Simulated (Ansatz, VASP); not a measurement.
## Two plane-wave programs on MgO

File POSCAR:

```
MgO
1.0
    2.6035865643     -0.0197625634     -0.0197625634
   -0.0197625634      2.6035865643     -0.0197625634
   -0.0197625634     -0.0197625634      2.6035865643
Mg O
1 1
Direct
    0.0000000000      0.0000000000      0.0000000000
    0.5000000000      0.5000000000      0.5000000000
```

File INCAR.step1:

```
PREC = Accurate ; ENCUT = 520
EDIFF = 1E-5 ; ISMEAR = 0
SIGMA = 0.01 ; LREAL = F
LASPH = T ; NELM = 80
ALGO = Normal ; ISIF = 2
LWAVE = T ; LCHARG = F
GGA = PE ; NBANDS = 11
```

The input INCAR.step2:

```
PREC = Accurate ; ENCUT = 520
EDIFF = 1E-6 ; ISMEAR = 0
SIGMA = 0.01 ; LREAL = F
LASPH = T ; NELM = 80
ALGO = Normal ; ISIF = 2
LWAVE = F ; LCHARG = F
GGA = PE ; LHFCALC = T
HFSCREEN = 0.2079 ; PRECFOCK = Normal
ISTART = 1 ; NBANDS = 11
```

The input KPOINTS:

```
Automatic mesh
0
Gamma
  6 6 6
```

Input for Ansatz:

```yaml
crystal:
  lattice:
    - [2.6035865643, -0.0197625634, -0.0197625634]
    - [-0.0197625634, 2.6035865643, -0.0197625634]
    - [-0.0197625634, -0.0197625634, 2.6035865643]
  atoms:
    - { symbol: Mg, position: [0.0, 0.0, 0.0] }
    - { symbol: O, position: [0.5, 0.5, 0.5] }
kpoints:
  mp_grid: { grid: [6, 6, 6] }
  band_path:
    path:
      - [0.0, 0.0, 0.0]
      - [0.0, 0.5, 0.0]
      - [0.5, 0.5, 0.0]
      - [0.5, 0.5, 0.5]
      - [0.0, 0.5, 0.5]
    npoints: 1
hamiltonian:
  xc: hse06
scf:
  occupations: { method: fixed }
  n_extra_bands: 4
output:
  forces: true
  stress: true
  eigenvalues: true
```

Change from the starting cell: shear_111 strain -2.3%.

Alike in both runs: task single point; functional HSE06; k mesh 6 × 6 × 6; no spin polarisation.

```csv
,VASP,Ansatz
version,VASP 6.6.1,Ansatz 0.2.0
potentials or method,"VASP PAW PBE potentials, release 64 (Mg, O)","plane waves, PAW"
plane-wave cutoff (eV),520,420
occupations,"gaussian, width 0.01 eV",fixed
valence electrons in the cell,8,16
```

Ansatz gave:

| Property | Result |
| --- | --- |
| gap on the k mesh at the Fermi level (eV) | 4.44 |
| pressure (GPa) | 3.0 |
| traceless stress, the component that is largest in VASP (GPa) | -0.84 |

Q: What did VASP give for the same quantities?

A: gap on the k mesh at the Fermi level (eV): 4.38; pressure (GPa): 2.6; traceless stress, the component that is largest in VASP (GPa): -0.83.

VASP's potentials hold 8 valence electrons a cell and Ansatz's 16, so a difference there can come from the potentials and not from the codes. Ansatz's warnings: stress exchange threshold loose, stress scf threshold loose.
